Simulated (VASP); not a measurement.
Wanted: the native input for a VASP 6.6.1 run.

```
Task                   : single point
Functional             : LDA
Potentials or basis    : VASP PAW LDA potentials, release 64 (Si, C)
Cutoff                 : 520 eV
k mesh                 : 8 × 8 × 8
Occupations            : gaussian, width 0.01 eV
Spin                   : no spin polarisation
Dipole correction      : no
Further INCAR settings : ALGO = Normal; EDIFF = 1e-06; NBANDS = 11
```

The structure of SiC (Moissanite 3C) lies in POSCAR:

```
SiC
1.0
    0.0000000000      2.2076743409      2.2076743409
    2.2076743409      0.0000000000      2.2076743409
    2.2076743409      2.2076743409      0.0000000000
Si C
1 1
Direct
    0.0000000000      0.0000000000      0.0000000000
    0.2500000000      0.2500000000      0.2500000000
```

One way to write it, as run:

INCAR

```
SYSTEM = SiC
PREC     = Accurate       ! precision mode
ENCUT    = 520            ! plane-wave cutoff, eV
EDIFF    = 1E-6           ! SCF threshold, eV
ISMEAR   = 0              ! smearing method
SIGMA    = 0.01           ! smearing width, eV
LREAL    = .False.        ! projectors in reciprocal space
LASPH    = .True.         ! aspherical terms in the spheres
NELM     = 80             ! most SCF steps
ALGO     = Normal         ! electronic algorithm
ISIF     = 2              ! what is computed and relaxed
LWAVE    = .False.        ! write WAVECAR
LCHARG   = .True.         ! write CHGCAR
GGA      = CA             ! functional
LELF     = .True.         ! ELF
LVHAR    = .True.       
NBANDS   = 11             ! bands
```

KPOINTS

```
regular mesh
0
Gamma
  8 8 8
  0 0 0
```

Potentials or basis: VASP PAW LDA potentials, release 64 (Si, C).

Run with:

```sh
$ cat potpaw_LDA.64/Si/POTCAR potpaw_LDA.64/C/POTCAR > POTCAR
$ mpirun -np 1 vasp_std > vasp.out
```

It gave:

The pressure is -11.7 GPa and the band gap on the k mesh is 1.34 eV, indirect (least direct gap 4.45 eV).

Wall time 3.2 s on 1 thread of Intel(R) Xeon(R) Platinum 8488C (Sapphire Rapids), with other jobs on the host, peak memory 0.12 GiB.
